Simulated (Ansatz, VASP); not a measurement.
**ZrC in VASP and in Ansatz**

```
Zr C
1.0
     0.00000    2.35021    2.44422
     2.35021    0.00000    2.44422
     2.35021    2.35021    0.00000
Zr C
1 1
Cartesian
  2.3502 2.3502 2.4442
  0.0000 0.0000 0.0000
```

Change from the starting cell: strain +0.000 along x and y, +0.040 along z, atoms carried along.

Alike in both runs: task single point; functional PBE; k mesh 18 × 18 × 18; occupations gaussian, width 0.15 eV; no spin polarisation.

```csv
,VASP,Ansatz
version,VASP 6.6.1,Ansatz 0.2.0
potentials or method,"VASP PAW PBE potentials, release 64 (Zr_sv, C), cutoff 520 eV","scalar-relativistic, plane waves, PAW"
valence electrons in the cell,16,16
```

|  | VASP | Ansatz | Ansatz less VASP |
| --- | --- | --- | --- |
| gap on the k mesh at the Fermi level (eV) | none | none | - |
| pressure (GPa) | -6.2 | -6.4 | -0.22 |
| traceless stress, the component that is largest in VASP (GPa) | -7.54 | -7.49 | +0.057 |

A gap of «none» marks a metal or a gap that the smearing closes.
